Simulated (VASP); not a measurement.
# Ta3W (Fm-3m) in VASP: further runs

Runs on Ta3W. Level: LDA. Tasks: single point.

All numbers are computed with VASP 6.6.1; they aren't measurements. Logs are shortened: lines on timing, memory, paths and dates and some standing lists are left out, and cuts for length are marked.

**1. The cell of the first run**

It takes space group Fm-3m (No. 225, cubic). The conventional cell has a = 6.262 Å, b = 6.262 Å, c = 6.262 Å, α = 90.00°, β = 90.00°, γ = 90.00°. Ta (site symmetry -43m) has 10 Ta at 2.71 to 3.13 Å and 4 W at 2.71 Å within 3.6 Å. Ta (site symmetry m-3m) has 8 Ta at 2.71 Å and 6 W at 3.13 Å within 3.6 Å. W (site symmetry m-3m) has 14 Ta at 2.71 to 3.13 Å within 3.6 Å.

**2. Single point, LDA**

INCAR

```
SYSTEM = Ta3W
ALGO = Normal
EDIFF = 1E-7
ENCUT = 520
GGA = CA
ISIF = 2
ISMEAR = -1
LASPH = .True.
LCHARG = .False.
LREAL = .False.
LWAVE = .False.
NBANDS = 32
NELM = 80
PREC = Accurate
SIGMA = 0.1
```

KPOINTS

```
k-points
0
Gamma
  6 6 6
  0 0 0
```

POSCAR

```
Ta3W
1.0
    0.0000000000      3.1308795177      3.1308795177
    3.1308795177      0.0000000000      3.1308795177
    3.1308795177      3.1308795177      0.0000000000
Ta W
3 1
Direct
    0.2500000000      0.2500000000      0.2500000000
    0.7500000000      0.7500000000      0.7500000000
    0.5000000000      0.5000000000      0.5000000000
    0.0000000000      0.0000000000      0.0000000000
```

Potentials or basis: VASP PAW LDA potentials, release 64 (Ta_pv, W_sv).

Command:

```console
$ cat potpaw_LDA.64/Ta_pv/POTCAR potpaw_LDA.64/W_sv/POTCAR > POTCAR
$ mpirun -np 1 vasp_std > vasp.out
```

OUTCAR:

```text
SYSTEM = Ta3W
   EDIFF = 1E-7
   ENCUT = 520
   GGA = CA
   ISIF = 2
   ISMEAR = -1
   LASPH = .True.
   LREAL = .False.
   NELM = 80
   PREC = Accurate

 ion  position               nearest neighbor table
   1  0.250  0.250  0.250-   4 2.71   4 2.71   4 2.71   3 2.71   4 2.71   3 2.71   3 2.71   3 2.71
                             2 3.13   2 3.13   2 3.13   2 3.13   2 3.13   2 3.13
   2  0.750  0.750  0.750-   3 2.71   3 2.71   3 2.71   3 2.71   4 2.71   4 2.71   4 2.71   4 2.71
                             1 3.13   1 3.13   1 3.13   1 3.13   1 3.13   1 3.13
   3  0.500  0.500  0.500-   1 2.71   1 2.71   1 2.71   1 2.71   2 2.71   2 2.71   2 2.71   2 2.71
                             4 3.13   4 3.13   4 3.13   4 3.13   4 3.13   4 3.13
   4  0.000  0.000  0.000-   2 2.71   2 2.71   2 2.71   1 2.71   2 2.71   1 2.71   1 2.71   1 2.71
                             3 3.13   3 3.13   3 3.13   3 3.13   3 3.13   3 3.13

  LATTYP: Found a face centered cubic cell.
 ALAT       =     6.2617590354

  Lattice vectors:

 A1 = (   0.0000000000,   3.1308795177,   3.1308795177)
 A2 = (   3.1308795177,   0.0000000000,   3.1308795177)
 A3 = (   3.1308795177,   3.1308795177,   0.0000000000)

Analysis of symmetry for initial positions (statically):
=====================================================================
 Subroutine PRICEL returns:
 Original cell was already a primitive cell.

 Routine SETGRP: Setting up the symmetry group for a
 face centered cubic supercell.

 Subroutine GETGRP returns: Found 48 space group operations
 (whereof 48 operations were pure point group operations)
 out of a pool of 48 trial point group operations.

The static configuration has the point symmetry O_h .

Analysis of symmetry for dynamics (positions and initial velocities):
=====================================================================
 Subroutine PRICEL returns:
 Original cell was already a primitive cell.

 Routine SETGRP: Setting up the symmetry group for a
 face centered cubic supercell.

 Subroutine GETGRP returns: Found 48 space group operations
 (whereof 48 operations were pure point group operations)
 out of a pool of 48 trial point group operations.

The dynamic configuration has the point symmetry O_h .

 Subroutine INISYM returns: Found 48 space group operations
 (whereof 48 operations are pure point group operations),
 and found     1 'primitive' translations

----------------------------------------------------------------------------------------

                                     Primitive cell

  volume of cell :      61.3803

  direct lattice vectors                    reciprocal lattice vectors
     0.000000000  3.130879518  3.130879518    -0.159699534  0.159699534  0.159699534
[... 85 lines left out ...]
   IBRION =     -1    ionic relax: 0-MD 1-quasi-New 2-CG
   NFREE  =      0    steps in history (QN), initial steepest desc. (CG)
   ISIF   =      2    stress and relaxation
   ISYM   =      2    0-nonsym 1-usesym 2-fastsym
   POTIM  = 0.5000    time-step for ionic-motion
   TEBEG  =    0.0;   TEEND  =   0.0 temperature during run
   PSTRESS=    0.0 pullay stress
   NELECT =      47.0000    total number of electrons
   NUPDOWN=      -1.0000    fix difference up-down
   EMIN   =  10.00;   EMAX   =-10.00  energy-range for DOS
   EFERMI =   0.00;   METHOD = LEGACY
   ISMEAR =    -1;   SIGMA  =   0.10  broadening in eV -4-tet -1-fermi 0-gaus
   EFERMI_NEDOS =   21; number of points for ismear=-14 and -15
   IALGO  =     38    algorithm
   IMIX   =      4    mixing-type and parameters
     AMIX     =   0.40;   BMIX     =  1.00
     AMIX_MAG =   1.60;   BMIX_MAG =  1.00
  volume/ion in A,a.u.               =      15.35       103.55
  Fermi-wavevector in a.u.,A,eV,Ry     =   1.497722  2.830283 30.520181  2.243170
  Thomas-Fermi vector in A             =   2.609573
   LORBIT       =      0    0 simple, 1 ext, 2 COOP (PROOUT), +10 PAW based schemes
   GGA     = CA    functional components
   LHFCALC =     F    Hartree Fock is set to
   AEXX    =    0.0000 exact exchange contribution
   IVDW    =     0    specifies the selected vdW correction
   LEPSILON=     F    determine dielectric tensor
   LRPA    =     F    only Hartree local field effects (RPA)
 non-spin polarized calculation
  energy-cutoff  :      520.00
  volume of cell :       61.38
 maximum number of plane-waves:      1676
 NGX is ok and might be reduce to    36
   NGX = 17   NGY = 17   NGZ = 17

 number of electron      47.0000004 magnetization

 Free energy of the ion-electron system (eV)
  ---------------------------------------------------
  ext. energy  EPLUGINS =         0.00000000
  ---------------------------------------------------
  free energy    TOTEN  =       -52.45895567 eV

  energy without entropy =      -52.33597322  energy(sigma->0) =      -52.39746445

 E-fermi :   7.8946     XC(G=0): -13.7223

 val. band max:        7.8531244445   @ k =  -0.1667   0.1667   0.0000
 cond. band min:       7.9420609529   @ k =  -0.3333   0.3333   0.0000
 fundamental gap:      0.0889365084
 Fermi energy:         7.8945558308

 k-point     1 :       0.0000    0.0000    0.0000
  band No.  band energies     occupation
      1     -64.6494      2.00000
      2     -29.2783      2.00000
      3     -29.2783      2.00000
      4     -29.2783      2.00000
      5     -25.6779      2.00000
      6     -25.6779      2.00000
[... 549 lines left out ...]
     31      13.1708      0.00000
     32      13.4346      0.00000

------------------------ aborting loop because EDIFF is reached ----------------------------------------

  FORCE on cell =-STRESS in cart. coord.  units (eV):
  Direction    XX          YY          ZZ          XY          YZ          ZX
  --------------------------------------------------------------------------------------
  -------------------------------------------------------------------------------------
  Total        9.5052336      9.5052336      9.5052336     -0.0000000     -0.0000000      0.0000000
  in kB      248.1100254    248.1100254    248.1100254     -0.0000000     -0.0000000      0.0000000
  external PRESSURE =     248.1100254 kB  Pullay stress =       0.0000000 kB

 VOLUME and BASIS-vectors are now :
 -----------------------------------------------------------------------------
  energy-cutoff  :      520.00
  volume of cell :       61.38
      direct lattice vectors                 reciprocal lattice vectors
     0.000000000  3.130879518  3.130879518    -0.159699534  0.159699534  0.159699534
     3.130879518  0.000000000  3.130879518     0.159699534 -0.159699534  0.159699534
     3.130879518  3.130879518  0.000000000     0.159699534  0.159699534 -0.159699534

 POSITION                                       TOTAL-FORCE (eV/Angst)
 -----------------------------------------------------------------------------------
      1.56544      1.56544      1.56544        -0.000000     -0.000000     -0.000000
      4.69632      4.69632      4.69632         0.000000      0.000000      0.000000
      3.13088      3.13088      3.13088         0.000000     -0.000000     -0.000000
      0.00000      0.00000      0.00000         0.000000     -0.000000     -0.000000
 -----------------------------------------------------------------------------------
    total drift:                                0.000000      0.000000      0.000000

  FREE ENERGIE OF THE ION-ELECTRON SYSTEM (eV)
  ---------------------------------------------------
  free  energy   TOTEN  =       -52.4589556740 eV

  energy  without entropy=      -52.3359732179  energy(sigma->0) =      -52.39746445
```

It took 16 s on 1 thread of Intel Xeon 6975P-C (Granite Rapids), shared host; peak memory 0.18 GiB.

What came out:

```
Free energy : -52.4590 eV
Pressure    : 24.8 GPa
```

Caveat: spin-orbit coupling is left out, which moves the levels of the heavy elements.

**3. Single point, LDA**

This run uses another cell than the first one, of 16.04 Å³/atom, 1.045 times its volume.

INCAR

```
ALGO = Normal
EDIFF = 1E-6
ENCUT = 520
GGA = CA
ISIF = 2
ISMEAR = -1
LASPH = True
LCHARG = False
LREAL = False
LWAVE = False
NBANDS = 32
NELM = 80
PREC = Accurate
SIGMA = 0.1
```

KPOINTS

```
k-points
0
Gamma
  6 6 6
```

POSCAR

```
Ta3W
1.0
    0.0000000000      3.1776159531      3.1776159531
    3.1776159531      0.0000000000      3.1776159531
    3.1776159531      3.1776159531      0.0000000000
Ta W
3 1
Direct
    0.2500000000      0.2500000000      0.2500000000
    0.7500000000      0.7500000000      0.7500000000
    0.5000000000      0.5000000000      0.5000000000
    0.0000000000      0.0000000000      0.0000000000
```

Potentials or basis: VASP PAW LDA potentials, release 64 (Ta_pv, W_sv).

Command:

```console
$ cat potpaw_LDA.64/Ta_pv/POTCAR potpaw_LDA.64/W_sv/POTCAR > POTCAR
$ mpirun -np 1 vasp_std > vasp.out
```

It took 17 s on 1 thread of Intel Xeon 6975P-C (Granite Rapids), shared host; peak memory 0.18 GiB.

It converged, with:

| Item | Value |
| --- | --- |
| Free energy | -52.7693 eV |
| Pressure | 11.1 GPa |

Levels at points of the mesh, in eV from the Fermi level:
| k point | band 21 | band 22 | band 23 | band 24 | band 25 | band 26 |
| --- | --- | --- | --- | --- | --- | --- |
| (0.00, 0.00, 0.00) | -1.43 | -1.43 | 0.38 | 0.38 | 0.38 | 3.73 |
| (0.50, 0.00, 0.00) | -1.79 | -1.72 | -1.72 | -1.33 | -1.33 | 3.73 |
| (0.50, 0.50, 0.00) | -1.36 | 0.85 | 0.85 | 1.25 | 1.25 | 2.16 |

Caveat: spin-orbit coupling is left out, which moves the levels of the heavy elements.
